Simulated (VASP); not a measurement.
Set up this calculation in VASP 6.6.1, as the native input.

| Item | Value |
| --- | --- |
| Task | single point |
| Functional | PBE |
| Potentials or basis | VASP PAW PBE potentials, release 64 (La) |
| Cutoff | 520 eV |
| k mesh | 16 × 16 × 9 |
| Occupations | fermi-dirac, width 0.05 eV |
| Spin | no spin polarisation |
| Dipole correction | no |
| Further INCAR settings | ALGO = Normal; EDIFF = 1e-06; NBANDS = 18 |

The structure of La lies in POSCAR:

```
La
1.0
    2.7500688735      0.0000000000      0.0000000000
   -1.3750344368      2.3816295066      0.0000000000
    0.0000000000      0.0000000000      4.6417618397
La
2
Direct
    0.3333333333      0.6666666667      0.2500000000
    0.6666666667      0.3333333333      0.7500000000
```

The input as run:

INCAR

```
SYSTEM = La
  PREC = Accurate
  ENCUT = 520
  EDIFF = 1E-6
  ISMEAR = -1
  SIGMA = 0.05
  LREAL = .False.
  LASPH = .True.
  NELM = 100
  ALGO = Normal
  ISIF = 2
  LWAVE = .False.
  LCHARG = .False.
  GGA = PE
  NBANDS = 18
```

KPOINTS

```
Automatic mesh
0
Gamma
  16 16 9
  0 0 0
```

Potentials or basis: VASP PAW PBE potentials, release 64 (La).

Command:

```console
$ cat potpaw_PBE.64/La/POTCAR > POTCAR
$ mpirun -np 1 vasp_std > vasp.out
```

It gave:

```yaml
Pressure: 130.0 GPa
Band_gap_on_the_k_mesh: zero (bands 11 and 12 overlap by 4.77 eV)
```

Caveat: the cell stands under pressure; spin-orbit coupling is left out, which moves the levels of the heavy elements.

It took 39 s on 1 thread of AMD EPYC 9R45 96-Core Processor (Zen 5), on a shared host, peak memory 0.18 GiB.
